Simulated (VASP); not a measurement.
# Hf (Fm-3m) in VASP: electric field gradients with PBE

Aim: the electric field gradients of Hf with PBE.

Everything below comes from runs of VASP 6.6.1. Logs are shortened: lines on timing, memory, paths and dates and some standing lists are left out, and cuts for length are marked.

### 1 The cell of the first run

It takes space group Fm-3m (No. 225, cubic). The conventional cell has a = 4.527 Å, b = 4.527 Å, c = 4.527 Å, α = 90.00°, β = 90.00°, γ = 90.00°. Within 4.2 Å of Hf (site symmetry m-3m) lie 12 Hf at 3.20 Å.

This isn't the form of Hf at room conditions, which is hcp.

### 2 Electric field gradients, PBE (23.20 Å³/atom)

INCAR

```
PREC     = Accurate       # precision mode
ENCUT    = 400            # plane-wave cutoff, eV
EDIFF    = 1E-8           # SCF threshold, eV
ISMEAR   = -1             # smearing method
SIGMA    = 0.03           # smearing width, eV
LREAL    = False          # projectors in reciprocal space
LASPH    = True           # aspherical terms in the spheres
NELM     = 120            # most SCF steps
ALGO     = Normal         # electronic algorithm
ISIF     = 2              # what is computed and relaxed
LWAVE    = False          # write WAVECAR
LCHARG   = False          # write CHGCAR
GGA      = PE             # functional
LEFG     = True         
NBANDS   = 11             # bands
GGA_COMPAT= False
```

KPOINTS

```
regular mesh
0
Gamma
  13 13 13
```

POSCAR

```
Hf
1.0
    0.0000000000      2.2635404658      2.2635404658
    2.2635404658      0.0000000000      2.2635404658
    2.2635404658      2.2635404658      0.0000000000
Hf
1
Direct
    0.0000000000      0.0000000000      0.0000000000
```

Potentials or basis: VASP PAW PBE potentials, release 64 (Hf_pv).

Started as:

```console
$ cat potpaw_PBE.64/Hf_pv/POTCAR > POTCAR
$ mpirun -np 1 vasp_std > vasp.out
```

OUTCAR:

```text
PREC = Accurate
   ENCUT = 400
   EDIFF = 1E-8
   ISMEAR = -1
   LREAL = False
   LASPH = True
   NELM = 120
   ISIF = 2
   GGA = PE

 ion  position               nearest neighbor table
   1  0.000  0.000  0.000-

  LATTYP: Found a face centered cubic cell.
 ALAT       =     4.5270809316

  Lattice vectors:

 A1 = (   0.0000000000,   2.2635404658,   2.2635404658)
 A2 = (   2.2635404658,   0.0000000000,   2.2635404658)
 A3 = (   2.2635404658,   2.2635404658,   0.0000000000)

Analysis of symmetry for initial positions (statically):
=====================================================================
 Subroutine PRICEL returns:
 Original cell was already a primitive cell.

 Routine SETGRP: Setting up the symmetry group for a
 face centered cubic supercell.

 Subroutine GETGRP returns: Found 48 space group operations
 (whereof 48 operations were pure point group operations)
 out of a pool of 48 trial point group operations.

The static configuration has the point symmetry O_h .

Analysis of symmetry for dynamics (positions and initial velocities):
=====================================================================
 Subroutine PRICEL returns:
 Original cell was already a primitive cell.

 Routine SETGRP: Setting up the symmetry group for a
 face centered cubic supercell.

 Subroutine GETGRP returns: Found 48 space group operations
 (whereof 48 operations were pure point group operations)
 out of a pool of 48 trial point group operations.

The dynamic configuration has the point symmetry O_h .

 Subroutine INISYM returns: Found 48 space group operations
 (whereof 48 operations are pure point group operations),
 and found     1 'primitive' translations

----------------------------------------------------------------------------------------

                                     Primitive cell

  volume of cell :      23.1950

  direct lattice vectors                    reciprocal lattice vectors
     0.000000000  2.263540466  2.263540466    -0.220892892  0.220892892  0.220892892
     2.263540466  0.000000000  2.263540466     0.220892892 -0.220892892  0.220892892
     2.263540466  2.263540466  0.000000000     0.220892892  0.220892892 -0.220892892

  length of vectors
     3.201129626  3.201129626  3.201129626     0.382597712  0.382597712  0.382597712

  position of ions in fractional coordinates (direct lattice)
     0.000000000  0.000000000  0.000000000

  ion indices of the primitive-cell ions
   primitive index   ion index
                 1           1

----------------------------------------------------------------------------------------

 KPOINTS: regular mesh

Automatic generation of k-mesh.
 Grid dimensions read from file:
 generate k-points for:   13   13   13

 Generating k-lattice:

  Cartesian coordinates                     Fractional coordinates (reciprocal lattice)
    -0.016991761  0.016991761  0.016991761     0.076923077  0.000000000  0.000000000
     0.016991761 -0.016991761  0.016991761     0.000000000  0.076923077  0.000000000
     0.016991761  0.016991761 -0.016991761     0.000000000  0.000000000  0.076923077

  Length of vectors
     0.029430593  0.029430593  0.029430593

  Shift w.r.t. Gamma in fractional coordinates (k-lattice)
     0.000000000  0.000000000  0.000000000

 Subroutine IBZKPT returns following result:
 ===========================================

 Found     84 irreducible k-points:

 Following reciprocal coordinates:
            Coordinates               Weight
  0.000000  0.000000  0.000000      1.000000
  0.076923  0.000000  0.000000      8.000000
  0.153846  0.000000  0.000000      8.000000
  0.230769  0.000000  0.000000      8.000000
  0.307692  0.000000  0.000000      8.000000
  0.384615  0.000000  0.000000      8.000000
[... 16 lines left out ...]
  0.384615  0.153846  0.000000     24.000000
  0.461538  0.153846  0.000000     24.000000
 [... further k-points ...]
   k-points           NKPTS =     84   k-points in BZ     NKDIM =     84   number of bands    NBANDS=     11
   number of dos      NEDOS =    301   number of ions     NIONS =      1
   total plane-waves  NPLWV =  13824
   dimension x,y,z NGX =    24 NGY =   24 NGZ =   24
   dimension x,y,z NGXF=    48 NGYF=   48 NGZF=   48
   ions per type =               1
   NGX,Y,Z   is equivalent  to a cutoff of  12.46, 12.46, 12.46 a.u.
   NGXF,Y,Z  is equivalent  to a cutoff of  24.93, 24.93, 24.93 a.u.
 SYSTEM =  unknown system
   PREC   = accura    normal or accurate (medium, high low for compatibility)
   ISTART =      0    job   : 0-new  1-cont  2-samecut
   ICHARG =      2    charge: 1-file 2-atom 10-const
   ISPIN  =      1    spin polarized calculation?
   LNONCOLLINEAR =      F non collinear calculations
   LSORBIT =      F    spin-orbit coupling
   LASPH  =      T    aspherical Exc in radial PAW
   ENCUT  =  400.0 eV  29.40 Ry    5.42 a.u.   5.22  5.22  5.22*2*pi/ulx,y,z
   NELM   =    120;   NELMIN=  2; NELMDL= -5     # of ELM steps
   EDIFF  = 0.1E-07   stopping-criterion for ELM
   LREAL  =      F    real-space projection
   EDIFFG = 0.1E-06   stopping-criterion for IOM
   NSW    =      0    number of steps for IOM
   IBRION =     -1    ionic relax: 0-MD 1-quasi-New 2-CG
   NFREE  =      0    steps in history (QN), initial steepest desc. (CG)
   ISIF   =      2    stress and relaxation
   ISYM   =      2    0-nonsym 1-usesym 2-fastsym
   POTIM  = 0.5000    time-step for ionic-motion
   TEBEG  =    0.0;   TEEND  =   0.0 temperature during run
   PSTRESS=    0.0 pullay stress
   NELECT =      10.0000    total number of electrons
   NUPDOWN=      -1.0000    fix difference up-down
   EMIN   =  10.00;   EMAX   =-10.00  energy-range for DOS
   EFERMI =   0.00;   METHOD = LEGACY
   ISMEAR =    -1;   SIGMA  =   0.03  broadening in eV -4-tet -1-fermi 0-gaus
   EFERMI_NEDOS =   21; number of points for ismear=-14 and -15
   IALGO  =     38    algorithm
   IMIX   =      4    mixing-type and parameters
     AMIX     =   0.40;   BMIX     =  1.00
     AMIX_MAG =   1.60;   BMIX_MAG =  1.00
  volume/ion in A,a.u.               =      23.20       156.53
  Fermi-wavevector in a.u.,A,eV,Ry     =   1.236735  2.337090 20.810286  1.529513
  Thomas-Fermi vector in A             =   2.371331
   LORBIT       =      0    0 simple, 1 ext, 2 COOP (PROOUT), +10 PAW based schemes
   GGA     = PE    functional components
   LHFCALC =     F    Hartree Fock is set to
   AEXX    =    0.0000 exact exchange contribution
   IVDW    =     0    specifies the selected vdW correction
   LEPSILON=     F    determine dielectric tensor
   LRPA    =     F    only Hartree local field effects (RPA)
 non-spin polarized calculation
  energy-cutoff  :      400.00
  volume of cell :       23.20
 maximum number of plane-waves:       440
 NGX is ok and might be reduce to    24
   NGX = 11   NGY = 11   NGZ = 11

 number of electron      10.0000000 magnetization

 Free energy of the ion-electron system (eV)
  ---------------------------------------------------
  ext. energy  EPLUGINS =         0.00000000
  ---------------------------------------------------
  free energy    TOTEN  =        -9.84698992 eV

  energy without entropy =       -9.84192837  energy(sigma->0) =       -9.84445914

 E-fermi :   4.4762     XC(G=0): -11.1222

 val. band max:        4.4688663080   @ k =   0.3077   0.0000   0.0000
 cond. band min:       4.5083105955   @ k =  -0.3846   0.3077   0.1538
 fundamental gap:      0.0394442876
 Fermi energy:         4.4762483587

 k-point     1 :       0.0000    0.0000    0.0000
  band No.  band energies     occupation
      1     -25.6505      2.00000
      2     -25.6505      2.00000
      3     -25.6505      2.00000
      4      -2.5922      2.00000
      5       5.8809      0.00000
      6       5.8809      0.00000
      7       5.8809      0.00000
      8       8.5432      0.00000
      9       8.5432      0.00000
     10      15.6894      0.00000
     11      17.4382      0.00000

 k-point     2 :       0.0769    0.0000    0.0000
  band No.  band energies     occupation
      1     -25.6940      2.00000
      2     -25.6561      2.00000
      3     -25.6561      2.00000
      4      -2.3944      2.00000
      5       5.6807      0.00000
      6       5.9748      0.00000
      7       5.9748      0.00000
      8       8.4434      0.00000
      9       8.4434      0.00000
     10      16.1275      0.00000
     11      17.4370      0.00000
[... 295 lines left out ...]
 k-point    24 :       0.4615    0.1538    0.0000
  band No.  band energies     occupation
      1     -26.2773      2.00000
      2     -25.8263      2.00000
      3     -25.7842      2.00000
      4       1.3986      2.00000
      5       4.0259      2.00000
      6       5.1593      0.00000
      7       6.4337      0.00000
      8      10.2530      0.00000
      9      10.6357      0.00000
     10      13.6133      0.00000
     11      17.1958      0.00000

 [... further k-points ...]

------------------------ aborting loop because EDIFF is reached ----------------------------------------

  FORCE on cell =-STRESS in cart. coord.  units (eV):
  Direction    XX          YY          ZZ          XY          YZ          ZX
  --------------------------------------------------------------------------------------
  -------------------------------------------------------------------------------------
  Total       -0.4799562     -0.4799562     -0.4799562     -0.0000000     -0.0000000     -0.0000000
  in kB      -33.1525851    -33.1525851    -33.1525851     -0.0000000     -0.0000000     -0.0000000
  external PRESSURE =     -33.1525851 kB  Pullay stress =       0.0000000 kB

 VOLUME and BASIS-vectors are now :
 -----------------------------------------------------------------------------
  energy-cutoff  :      400.00
  volume of cell :       23.20
      direct lattice vectors                 reciprocal lattice vectors
     0.000000000  2.263540466  2.263540466    -0.220892892  0.220892892  0.220892892
     2.263540466  0.000000000  2.263540466     0.220892892 -0.220892892  0.220892892
     2.263540466  2.263540466  0.000000000     0.220892892  0.220892892 -0.220892892

 POSITION                                       TOTAL-FORCE (eV/Angst)
 -----------------------------------------------------------------------------------
      0.00000      0.00000      0.00000         0.000000      0.000000      0.000000
 -----------------------------------------------------------------------------------
    total drift:                                0.000000      0.000000     -0.000000

  FREE ENERGIE OF THE ION-ELECTRON SYSTEM (eV)
  ---------------------------------------------------
  free  energy   TOTEN  =        -9.8469899172 eV

  energy  without entropy=       -9.8419283655  energy(sigma->0) =       -9.84445914

 Electric field gradients (V/A^2)
---------------------------------------------------------------------
 ion       V_xx      V_yy      V_zz      V_xy      V_xz      V_yz
---------------------------------------------------------------------
   1       0.000     0.000    -0.000    -0.000    -0.000    -0.000
---------------------------------------------------------------------

 Electric field gradients after diagonalization (V/A^2)
 (convention: |V_zz| > |V_xx| > |V_yy|)
----------------------------------------------------------------------
 ion       V_xx      V_yy      V_zz     asymmetry (V_yy - V_xx)/ V_zz
----------------------------------------------------------------------
   1       0.000     0.000    -0.001       0.000
----------------------------------------------------------------------

           NMR quadrupolar parameters

 Cq : quadrupolar parameter    Cq=e*Q*V_zz/h
 eta: asymmetry parameters     (V_yy - V_xx)/ V_zz
 Q  : nuclear electric quadrupole moment in mb (millibarn)
----------------------------------------------------------------------
 ion       Cq(MHz)       eta       Q (mb)
----------------------------------------------------------------------
   1      -0.000       0.000       1.000
----------------------------------------------------------------------
```

Wall time 26 s (1 thread of Intel Xeon 8259CL, shared host); peak memory 0.14 GiB.

Results:

```
Free energy                             : -9.8470 eV
Pressure                                : -3.3 GPa
Band gap on the k mesh                  : zero (bands 5 and 6 overlap by 1.91 eV)
Largest electric field gradient by atom : under 0.05 V/Å² on every atom
```

Levels at points of the mesh, in eV from the Fermi level:
```
           k point  band 2  band 3  band 4  band 5  band 6  band 7  band 8  band 9
(0.00, 0.00, 0.00)  -30.13  -30.13   -7.07    1.40    1.40    1.40    4.07    4.07
```

Caveat: the cell stands under tension; spin-orbit coupling is left out, which moves the levels of the heavy elements.

The gap in the log of VASP goes by the Fermi energy; the results here count the filled bands.